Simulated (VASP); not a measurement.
# Mo4C3 (P-62m) in VASP: a series of runs, part 2 of 2

VASP 6.6.1. Earlier steps stand in the parts before.

## Step 4: Relaxation of cell and atoms, PBE

INCAR reads:

```
SYSTEM = Mo4C3
PREC     = Accurate       ! precision mode
ENCUT    = 600            ! plane-wave cutoff, eV
EDIFF    = 1E-6           ! SCF threshold, eV
ISMEAR   = 0              ! smearing method
SIGMA    = 0.1            ! smearing width, eV
LREAL    = .FALSE.        ! projectors in reciprocal space
LASPH    = .TRUE.         ! aspherical terms in the spheres
NELM     = 100            ! most SCF steps
ALGO     = Normal         ! electronic algorithm
ISIF     = 3              ! what is computed and relaxed
LWAVE    = .FALSE.        ! write WAVECAR
LCHARG   = .FALSE.        ! write CHGCAR
GGA      = PE             ! functional
IBRION   = 2              ! ionic algorithm
NSW      = 90             ! ionic steps
EDIFFG   = -0.04          ! ionic threshold
```

KPOINTS reads:

```
Automatic mesh
0
G
  6 6 4
  0 0 0
```

POSCAR reads:

```
Mo4C3
1.0
    4.4795693300      0.0000000000      0.0000000000
   -2.2397846700      3.8794208400      0.0000000000
    0.0000000000      0.0000000000      6.5030959100
Mo C
4 3
Direct
    0.3333333300      0.6666666700      0.0000000000
    0.6666666700      0.3333333300      0.0000000000
    0.0000000000      0.0000000000      0.2350542100
    0.0000000000      0.0000000000      0.7649457900
    0.3998182200      0.0000000000      0.5000000000
    0.0000000000      0.3998182200      0.5000000000
    0.6001817800      0.6001817800      0.5000000000
```

Potentials or basis: VASP PAW PBE potentials, release 64 (Mo_sv, C).

Launch:

```console
> cat potpaw_PBE.64/Mo_sv/POTCAR potpaw_PBE.64/C/POTCAR > POTCAR
> mpirun -np 1 vasp_std > vasp.out
```

OUTCAR:

```text
SYSTEM = Mo4C3
   PREC = Accurate
   ENCUT = 600
   EDIFF = 1E-6
   ISMEAR = 0
   LREAL = .FALSE.
   LASPH = .TRUE.
   NELM = 100
   ISIF = 3
   GGA = PE
   IBRION = 2
   NSW = 90
   EDIFFG = -0.04

 ion  position               nearest neighbor table
   1  0.333  0.667  0.000-   2 2.59   2 2.59   2 2.59   4 3.00   3 3.00   4 3.00   3 3.00   4 3.00
                             3 3.00
   2  0.667  0.333  0.000-   1 2.59   1 2.59   1 2.59   4 3.00   3 3.00   3 3.00   4 3.00   3 3.00
                             4 3.00
   3  0.000  0.000  0.235-   7 2.49   5 2.49   6 2.49   2 3.00   1 3.00   2 3.00   1 3.00   2 3.00
                             1 3.00   4 3.06   4 3.45
   4  0.000  0.000  0.765-   7 2.49   5 2.49   6 2.49   2 3.00   1 3.00   2 3.00   1 3.00   2 3.00
                             1 3.00   3 3.06   3 3.45
   5  0.400  0.000  0.500-   3 2.49   4 2.49
   6  0.000  0.400  0.500-   3 2.49   4 2.49
   7  0.600  0.600  0.500-   3 2.49   4 2.49

  LATTYP: Found a hexagonal cell.
 ALAT       =     4.4795693300
[... 1223 lines left out ...]
--------------------------------------- Ionic step       16  -------------------------------------------

 number of electron      67.9999993 magnetization

------------------------ aborting loop because EDIFF is reached ----------------------------------------
[... 77 lines left out ...]
--------------------------------------- Ionic step       18  -------------------------------------------

 number of electron      67.9999994 magnetization

 Free energy of the ion-electron system (eV)
  ---------------------------------------------------
  ext. energy  EPLUGINS =         0.00000000
  ---------------------------------------------------
  free energy    TOTEN  =       -60.14590060 eV

  energy without entropy =      -60.11444432  energy(sigma->0) =      -60.13017246

 E-fermi :  11.0792     XC(G=0): -13.0463

 val. band max:       11.0507277628   @ k =   0.3333   0.0000   0.0000
 cond. band min:      11.1085625719   @ k =   0.3333   0.1667   0.2500
 fundamental gap:      0.0578348091
 Fermi energy:        11.0792045791

 k-point     1 :       0.0000    0.0000    0.0000
  band No.  band energies     occupation
      1     -50.3315      2.00000
      2     -50.0141      2.00000
      3     -49.7927      2.00000
      4     -49.7707      2.00000
      5     -25.9228      2.00000
      6     -24.4857      2.00000
[... 926 lines left out ...]
  FREE ENERGIE OF THE ION-ELECTRON SYSTEM (eV)
  ---------------------------------------------------
  free  energy   TOTEN  =       -60.1459006001 eV

  energy  without entropy=      -60.1144443215  energy(sigma->0) =      -60.13017246

 reached required accuracy - stopping structural energy minimisation
```

OSZICAR:

```text
N       E                     dE             d eps       ncg     rms          rms(c)
DAV:   1     0.771084018054E+03    0.77108E+03   -0.44300E+04  1744   0.188E+03
DAV:   2    -0.206148627584E+02   -0.79170E+03   -0.77844E+03  1848   0.512E+02
DAV:   3    -0.581942166378E+02   -0.37579E+02   -0.36544E+02  2416   0.927E+01
[... 207 lines left out ...]
DAV:   4    -0.601459149345E+02    0.13722E-03   -0.86783E-04  2152   0.150E-01    0.303E-02
DAV:   5    -0.601459048519E+02    0.10083E-04   -0.95237E-05  2216   0.476E-02    0.222E-02
DAV:   6    -0.601459017822E+02    0.30697E-05   -0.10705E-05  2056   0.186E-02    0.580E-03
DAV:   7    -0.601459006944E+02    0.10877E-05   -0.10219E-06  1224   0.625E-03    0.151E-03
DAV:   8    -0.601459006001E+02    0.94336E-07   -0.27793E-07  1072   0.312E-03
  18 F= -.60145901E+02 E0= -.60130172E+02  d E =-.343677E-03
```

CONTCAR:

```text
Mo4C3
   1.00000000000000
     4.5685535150683201    0.0000000000444315    0.0000000000000000
    -2.2842767625950029    3.9564834047918755   -0.0000000000000000
     0.0000000000000000    0.0000000000000000    4.7186199721287467
  Mo              C
     4     3
Direct
     0.3333333300000021    0.6666666699999979    0.0000000000000000
     0.6666666699999979    0.3333333300000021    0.0000000000000000
     0.0000000000000000    0.0000000000000000    0.2536205306307673
     0.0000000000000000    0.0000000000000000    0.7463794693692327
     0.4075259203566861    0.9999999999996081    0.5000000000000000
     0.9999999999999538    0.4075259203573776    0.5000000000000000
     0.5924740796433600    0.5924740796430144    0.5000000000000000

  0.00000000E+00  0.00000000E+00  0.00000000E+00
  0.00000000E+00  0.00000000E+00  0.00000000E+00
  0.00000000E+00  0.00000000E+00  0.00000000E+00
  0.00000000E+00  0.00000000E+00  0.00000000E+00
  0.00000000E+00  0.00000000E+00  0.00000000E+00
  0.00000000E+00  0.00000000E+00  0.00000000E+00
  0.00000000E+00  0.00000000E+00  0.00000000E+00
```

Run time: 18 min. Hardware: 1 thread of AMD EPYC 9R45 (Zen 5), shared host; peak memory 0.28 GiB.

What came out:

* Free energy: -60.1459 eV
* Relaxed volume: 12.18 Å³/atom
* Relaxed cell: a = 4.569 Å, b = 4.569 Å, c = 4.719 Å, α = 90.00°, β = 90.00°, γ = 120.00°
* Space group after relaxing (to 0.1 Å): P-62m (No. 189)
* Energy gained by relaxing: 812.2 meV/atom
* Ionic steps: 18
* Pressure after relaxing: 0.0 GPa
* Largest force after relaxing: 0.030 eV/Å
* Band gap on the k mesh: zero (bands 34 and 35 overlap by 1.72 eV)

Forces in eV/Å, atoms in the order of the input:
```
Mo   0.000  0.000  0.000
Mo   0.000  0.000  0.000
Mo   0.000  0.000 -0.006
Mo   0.000  0.000  0.006
C    0.030  0.000  0.000
C   -0.015  0.026  0.000
C   -0.015 -0.026  0.000
```

The path:
| step | energy change (eV) | largest force (eV/Å) | pressure (GPa) | volume (Å³) |
| --- | --- | --- | --- | --- |
| 1 | 0.0000 | 2.6710 | -28.66 | 113.01 |
| 2 | -0.5149 | 2.5305 | 72.04 | 71.97 |
| 3 | -3.2314 | 3.4283 | 3.25 | 88.13 |
| 4 | -3.2384 | 3.3990 | 5.13 | 87.39 |
| 5 | -4.1795 | 2.2408 | 14.62 | 84.86 |
| 6 | -4.2026 | 1.2951 | 12.39 | 85.19 |
| 7 | -4.6588 | 2.0641 | -12.98 | 94.46 |
| 8 | -4.7464 | 1.6636 | -7.20 | 91.80 |
| 9 | -5.3810 | 1.8296 | -8.14 | 89.73 |
| 10 | -5.5823 | 0.5850 | -6.09 | 87.66 |
| 11 | -5.5870 | 1.0510 | -6.91 | 88.15 |
| 12 | -5.5171 | 1.7616 | 11.04 | 81.70 |
| 13 | -5.6819 | 0.0300 | 0.17 | 85.25 |
| 14 | -5.6819 | 0.0216 | 0.32 | 85.19 |
| 15 | -5.6850 | 0.1064 | -0.12 | 85.32 |
| 16 | -5.6851 | 0.1245 | -0.17 | 85.34 |
| 17 | -5.6849 | 0.1656 | 0.17 | 85.23 |
| 18 | -5.6854 | 0.0300 | -0.03 | 85.29 |

Final structure:
```cif
data_structure
_symmetry_space_group_name_H-M 'P 1'
_symmetry_Int_Tables_number 1
_cell_length_a 4.5686
_cell_length_b 4.5686
_cell_length_c 4.7186
_cell_angle_alpha 90.000
_cell_angle_beta 90.000
_cell_angle_gamma 120.000
_cell_volume 85.29
loop_
_atom_site_label
_atom_site_type_symbol
_atom_site_fract_x
_atom_site_fract_y
_atom_site_fract_z
_atom_site_occupancy
Mo1 Mo 0.33333 0.66667 0.00000 1
Mo2 Mo 0.66667 0.33333 0.00000 1
Mo3 Mo 0.00000 0.00000 0.25362 1
Mo4 Mo 0.00000 0.00000 0.74638 1
C1 C 0.40753 0.00000 0.50000 1
C2 C 0.00000 0.40753 0.50000 1
C3 C 0.59247 0.59247 0.50000 1
```

Caveat: the volume moved by over 15 % at a fixed basis, so the end points are rough.

## Step 5: Overview

| task | cell | cutoff (eV) | gap on the mesh (eV) | pressure (GPa) | largest force (eV/Å) |
| --- | --- | --- | --- | --- | --- |
| single point | a = 4.480, b = 4.480, c = 6.503 Å, angles 90.0, 90.0, 120.0°, 7 atoms, atomic positions A | 520 | none | -28.6 | 2.67 |
| single point | a = 4.559, b = 4.559, c = 4.710 Å, angles 90.0, 90.0, 120.0°, 7 atoms, atomic positions B | 520 | none | 0.5 | 0.04 |
| relaxation of cell and atoms | relaxed from a = 4.480, b = 4.480, c = 6.503 Å, angles 90.0, 90.0, 120.0°, 7 atoms, atomic positions A | 600 | none | 0.0 | 0.03 |

Alike in all rows: level PBE; potentials or basis VASP PAW PBE potentials, release 64 (Mo_sv, C); no spin polarisation; k mesh 6 × 6 × 4; smearing gaussian 0.1 eV.

Caveats: the stress differs along the axes, from -36 to -25 GPa (at least some runs); forces of over 1 eV/Å act on the atoms, so gaps and moduli don't describe the material at rest (at least some runs); the volume moved by over 15 % at a fixed basis, so the end points are rough (at least some runs).

Total energies depend on the potentials used, so only differences within one code and one set of settings carry meaning.

The gap in the log of VASP goes by the Fermi energy; the results here count the filled bands.